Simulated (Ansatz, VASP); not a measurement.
AlN: VASP beside Ansatz

The input INCAR:

```
SYSTEM = AlN
PREC     = Accurate       ! precision mode
ENCUT    = 600            ! plane-wave cutoff, eV
EDIFF    = 1E-6           ! SCF threshold, eV
ISMEAR   = 0              ! smearing method
SIGMA    = 0.01           ! smearing width, eV
LREAL    = .FALSE.        ! projectors in reciprocal space
LASPH    = .TRUE.         ! aspherical terms in the spheres
NELM     = 120            ! most SCF steps
ALGO     = Normal         ! electronic algorithm
ISIF     = 2              ! what is computed and relaxed
LWAVE    = .FALSE.        ! write WAVECAR
LCHARG   = .FALSE.        ! write CHGCAR
GGA      = RP             ! functional
NBANDS   = 16             ! bands
GGA_COMPAT= .FALSE.
```

Contents of KPOINTS:

```
Automatic mesh
0
G
  12 12 4
  0 0 0
```

POSCAR

```
AlN
1.0
    3.1130000000      0.0000000000      0.0000000000
   -1.5565000000      2.6959370800      0.0000000000
    0.0000000000      0.0000000000      4.9810000000
Al N
2 2
Direct
    0.3333333300      0.6666666700      0.0000000000
    0.6666666700      0.3333333300      0.5000000000
    0.3333333300      0.6666666700      0.3800000000
    0.6666666700      0.3333333300      0.8800000000
```

Input for Ansatz:

```yaml
crystal:
  lattice:
    - [3.113, 0.0, 0.0]
    - [-1.5565, 2.69593708, 0.0]
    - [0.0, 0.0, 4.981]
  atoms:
    - { symbol: Al, position: [0.33333333, 0.66666667, 0.0] }
    - { symbol: Al, position: [0.66666667, 0.33333333, 0.5] }
    - { symbol: "N", position: [0.33333333, 0.66666667, 0.38] }
    - { symbol: "N", position: [0.66666667, 0.33333333, 0.88] }
basis:
  ecutwfc: 510.0
kpoints:
  mp_grid:
    grid: [12, 12, 4]
hamiltonian:
  xc: rpbe
scf:
  convergence:
    dr2_threshold: 1.0e-10
  occupations:
    method: fixed
output:
  eigenvalues: true
```

Alike in both runs: task single point; functional RPBE; k mesh 12 × 12 × 4; no spin polarisation.

|  | VASP | Ansatz |
| --- | --- | --- |
| version | VASP 6.6.1 | Ansatz 0.2.0 |
| potentials or method | VASP PAW PBE potentials, release 64 (Al, N), cutoff 600 eV | plane waves, PAW |
| occupations | gaussian, width 0.01 eV | fixed |
| valence electrons in the cell | 16 | 16 |

Ansatz gave:

| Property | Result |
| --- | --- |
| gap on the k mesh at the Fermi level (eV) | 4.25 |

Problem. What did VASP give for the same quantities?

Solution. gap on the k mesh at the Fermi level (eV): 4.27.

VASP's potentials were made for PBE, not for RPBE.
